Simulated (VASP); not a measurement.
Input of a VASP 6.6.1 run:

File INCAR:

```
  ALGO = Fast
  EDIFF = 1E-6
  EDIFFG = -0.04
  ENCUT = 600
  GGA = PE
  IBRION = 2
  ISIF = 3
  ISMEAR = 0
  LASPH = T
  LCHARG = F
  LREAL = F
  LWAVE = F
  NELM = 60
  NSW = 90
  PREC = Accurate
  SIGMA = 0.1
```

KPOINTS

```
k-points
0
Gamma
  6 6 4
```

File POSCAR:

```
Li2Sc
1.0
    3.5213500112      0.0000000000      0.0000000000
   -1.7606750056      3.0495785653      0.0000000000
    0.0000000000      0.0000000000      3.8021221051
Li Sc
2 1
Direct
    0.3333333333      0.6666666667      0.5000000000
    0.6666666667      0.3333333333      0.5000000000
    0.0000000000      0.0000000000      0.0000000000
```

Potentials or basis: VASP PAW PBE potentials, release 64 (Li_sv, Sc_sv).

The run is started by

```console
$ cat potpaw_PBE.64/Li_sv/POTCAR potpaw_PBE.64/Sc_sv/POTCAR > POTCAR
$ mpirun -np 1 vasp_std > vasp.out
```

Problem. Estimate the space group after relaxing (to 0.05 Å).

Solution. P6/mmm (No. 191).

Problem. What does it give for the relaxed cell?

Solution. a = 4.571 Å, b = 4.571 Å, c = 3.195 Å, α = 90.00°, β = 90.00°, γ = 120.00°.

Problem. Estimate the relaxed volume.

Solution. 19.27 Å³/atom.

Final structure:
```cif
data_structure
_symmetry_space_group_name_H-M 'P 1'
_symmetry_Int_Tables_number 1
_cell_length_a 4.5711
_cell_length_b 4.5711
_cell_length_c 3.1951
_cell_angle_alpha 90.000
_cell_angle_beta 90.000
_cell_angle_gamma 120.000
_cell_volume 57.82
loop_
_atom_site_label
_atom_site_type_symbol
_atom_site_fract_x
_atom_site_fract_y
_atom_site_fract_z
_atom_site_occupancy
Li1 Li 0.33333 0.66667 0.50000 1
Li2 Li 0.66667 0.33333 0.50000 1
Sc1 Sc 0.00000 0.00000 0.00000 1
```

Caveat: the k points lie up to 0.49 Å⁻¹ apart in the final cell; the cutoff is under 1.25 times the usual one of these potentials, so pressure, stress and relaxed cells hold a basis-set (Pulay) error; the volume moved by over 15 % at a fixed basis, so the end points are rough.
